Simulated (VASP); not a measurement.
Crystal: HfGa2As2.

```
CELL_PARAMETERS angstrom
3.62367 0.00000 0.00000
0.00000 3.62367 0.00000
0.00000 0.00000 7.60763
ATOMIC_POSITIONS crystal
Hf 0.00000 0.00000 0.00000
Ga 0.00000 0.50000 0.50000
Ga 0.50000 0.00000 0.50000
As 0.50000 0.50000 0.17695
As 0.50000 0.50000 0.82305
```

The cell was generated, and may not be a known phase.

- Program: VASP 6.6.1
- Task: relaxation of cell and atoms
- Functional: PBE
- Potentials or basis: VASP PAW PBE potentials, release 64 (Hf_pv, Ga_d, As)
- Cutoff: 600 eV
- k mesh: 6 × 6 × 2
- Occupations: gaussian, width 0.1 eV
- Spin: no spin polarisation

At the start: pressure 0.2 GPa; volume 19.98 Å³/atom.

Problem. How do energy, volume and symmetry change on relaxing?

Solution. Over 7 steps the energy falls by 6.6 meV/atom and the volume is 20.15 Å³/atom (+0.8 %); space group P4/mmm (No. 123, to 0.1 Å) before and after.

The path:
| step | energy change (eV) | largest force (eV/Å) | pressure (GPa) | volume (Å³) |
| --- | --- | --- | --- | --- |
| 1 | 0.0000 | 0.2312 | 0.20 | 99.90 |
| 2 | -0.0312 | 0.1064 | 0.16 | 100.23 |
| 3 | -0.0314 | 0.0830 | 0.15 | 100.20 |
| 4 | -0.0314 | 0.0774 | 0.15 | 100.20 |
| 5 | -0.0322 | 0.0649 | 0.03 | 100.47 |
| 6 | -0.0326 | 0.0436 | -0.19 | 100.92 |
| 7 | -0.0330 | 0.0023 | 0.05 | 100.74 |

Final structure:
```
CELL_PARAMETERS angstrom
3.59611 0.00000 0.00000
0.00000 3.59611 0.00000
0.00000 0.00000 7.78962
ATOMIC_POSITIONS crystal
Hf 0.00000 0.00000 0.00000
Ga 0.00000 0.50000 0.50000
Ga 0.50000 0.00000 0.50000
As 0.50000 0.50000 0.17641
As 0.50000 0.50000 0.82359
```

Caveat: the k points lie up to 0.40 Å⁻¹ apart in the final cell, too coarse for converged energies and pressures of a metal.
